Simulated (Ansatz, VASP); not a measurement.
**Ba in VASP and in Ansatz**

```
Ba
1.0
     0.00000    5.02499   -5.02499
    -5.02499    0.00000    5.02499
     2.51250    2.51250    2.51250
Ba
3
Direct
  0.00000 0.00000 0.00000
  0.33333 0.66667 0.33333
  0.66667 0.33333 0.66667
```

Alike in both runs: task single point; functional PBE; k mesh 6 × 6 × 8; occupations fermi-dirac, width 0.1 eV; no spin polarisation.

|  | VASP | Ansatz |
| --- | --- | --- |
| version | VASP 6.6.1 | Ansatz 0.2.0 |
| potentials or method | VASP PAW PBE potentials, release 64 (Ba_sv), cutoff 520 eV | all-electron LAPW, scalar-relativistic |

```csv
,VASP,Ansatz,Ansatz less VASP
pressure (GPa),0.0,0.0,-0.05
```

Ansatz ran all-electron here, and VASP with PAW potentials.

Neither program's run includes spin-orbit coupling.
